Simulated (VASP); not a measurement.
Te8HPd4 (a cell with a defect): single point with PBEsol

The system is Te8HPd4 (a cell with a defect).

```
Te Pd H
1.0
    -2.01200    3.48489    5.11300
     4.02400    0.00000    5.11300
     4.02400    6.96977    0.00000
Te Pd H
8 4 1
Direct
  0.30573 0.99839 0.17922
  0.17423 0.52391 0.06140
  0.33283 0.95999 0.69313
  0.08889 0.55881 0.62919
  0.77812 0.45878 0.39116
  0.63438 0.03729 0.32357
  0.79431 0.48273 0.89897
  0.69249 0.06754 0.81899
  0.04158 0.97450 0.01585
  0.98554 0.04816 0.51728
  0.46492 0.48412 0.24978
  0.50505 0.52609 0.70680
  0.13215 0.55965 0.35963
```

```json
{
  "Program": "VASP 6.6.1",
  "Task": "single point",
  "Functional": "PBEsol",
  "Potentials or basis": "VASP PAW PBE potentials, release 64 (Te, Pd, H)",
  "Cutoff": "520 eV",
  "k mesh": "3 × 3 × 2",
  "Occupations": "fermi-dirac, width 0.05 eV",
  "Spin": "no spin polarisation"
}
```

```yaml
Pressure: 4.3 GPa
Largest_force: 5.239 eV/Å
Band_gap_on_the_k_mesh: zero (an odd number of electrons rules out a gap without spin polarisation)
```

Forces in eV/Å, atoms in the order of the input:
```
Te  -0.237  0.891 -1.299
Te   0.253 -0.199  0.584
Te   0.764 -0.338  0.290
Te  -2.690 -1.643  4.185
Te   0.729 -0.291  0.664
Te  -0.725  0.806  1.263
Te   2.022  1.906 -3.165
Te   0.102  0.045 -0.159
Pd   0.871 -1.704 -0.692
Pd  -1.829  0.360 -0.826
Pd   1.064 -1.024  0.051
Pd   0.240  0.620 -1.314
H   -0.563  0.570  0.418
```

Stress tensor (GPa, compression positive):
```
 4.26  1.26 -0.84
 1.26  3.96 -1.20
-0.84 -1.20  4.75
```

Levels at points of the mesh, in eV from the Fermi level:
| k point | band 40 | band 41 | band 42 | band 43 | band 44 | band 45 | band 46 | band 47 | band 48 | band 49 |
| --- | --- | --- | --- | --- | --- | --- | --- | --- | --- | --- |
| (0.00, 0.00, 0.00) | -1.32 | -0.76 | -0.68 | -0.51 | -0.11 | -0.01 | 0.23 | 0.50 | 0.70 | 1.06 |
| (0.00, 0.00, 0.50) | -1.95 | -1.66 | -1.39 | -0.20 | -0.07 | 0.58 | 0.81 | 1.32 | 1.58 | 2.09 |

Run time: 2.7 min on 1 thread of Intel(R) Xeon(R) Platinum 8375C CPU @ 2.90GHz (Ice Lake) (shared host), peak memory 0.44 GiB.

Caveat: the k points lie up to 0.42 Å⁻¹ apart, too coarse for converged energies and pressures of a metal; the atoms stand as in a frame of molecular dynamics; the PAW data sets were made with another functional, which shifts forces and pressure a little; spin-orbit coupling is left out, which moves the levels of the heavy elements.
